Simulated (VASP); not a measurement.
A run of VASP 6.6.1 is set up as follows.

The input INCAR:

```
PREC = Accurate
ENCUT = 520
EDIFF = 1E-6
ISMEAR = -1
SIGMA = 0.03
LREAL = False
LASPH = True
NELM = 60
ALGO = Normal
ISIF = 2
LWAVE = False
LCHARG = True
GGA = PE
LELF = True
LVHAR = True
NBANDS = 19
```

The input KPOINTS:

```
Automatic mesh
0
Gamma
  18 18 8
```

File POSCAR:

```
Zn
1.0
    2.6647980532      0.0000000000      0.0000000000
   -1.3323990266      2.3077828100      0.0000000000
    0.0000000000      0.0000000000      4.9467000000
Zn
2
Direct
    0.3333333333      0.6666666667      0.2500000000
    0.6666666667      0.3333333333      0.7500000000
```

Potentials or basis: VASP PAW PBE potentials, release 64 (Zn).

Launch:

```sh
$ cat potpaw_PBE.64/Zn/POTCAR > POTCAR
$ mpirun -np 1 vasp_std > vasp.out
```

Problem. Estimate the pressure.

Solution. 0.0 GPa.

Problem. Estimate the band gap on the k mesh.

Solution. Zero (bands 12 and 13 overlap by 4.66 eV).

Stress tensor (GPa, compression positive):
```
-0.36  0.00  0.00
 0.00 -0.36  0.00
 0.00  0.00  0.67
```
